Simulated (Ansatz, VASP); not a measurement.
**One calculation of BaHfO3, two programs**

```
CELL_PARAMETERS angstrom
-4.21578 0.00018 -0.01413
-0.01413 0.03363 -4.24492
0.00036 -8.32369 0.06726
ATOMIC_POSITIONS crystal
Ba 0.49264 0.49829 0.77109
Ba 0.48977 0.50758 0.24867
Hf 0.03161 0.98360 0.97287
Hf 0.98345 0.97327 0.48194
O 0.01797 0.54715 0.99769
O 0.03242 0.44983 0.50453
O 0.49158 0.97664 0.97579
O 0.45592 0.04056 0.50836
O 0.98049 0.00257 0.77581
O 0.02415 0.02051 0.26325
```

Change from the starting cell: cell x2, atoms moved at random (sigma 0.15 Å) and cell strained at random (1.5 %), then relaxed without symmetry.

Alike in both runs: task relaxation of cell and atoms; functional PBE; k mesh 4 × 4 × 2; occupations gaussian, width 0.1 eV; no spin polarisation.

|  | VASP | Ansatz |
| --- | --- | --- |
| version | VASP 6.6.1 | Ansatz 0.2.0 |
| potentials or method | VASP PAW PBE potentials, release 64 (Ba_sv, Hf_pv, O), cutoff 600 eV | scalar-relativistic, plane waves, PAW |
| valence electrons in the cell | 76 | 108 |

```csv
,VASP,Ansatz,Ansatz less VASP
"gap on the k mesh at the Fermi level, each at its own relaxed structure (eV)",3.54,3.61,+0.073
relaxed volume (Å³/atom),14.82,14.89,+0.072
relaxed length of the cell vector where the two differ most in proportion (Å),4.200,4.208,+0.0080
```

VASP's potentials hold 76 valence electrons a cell and Ansatz's 108, so a difference there can come from the potentials and not from the codes.

Spin-orbit coupling is off throughout.
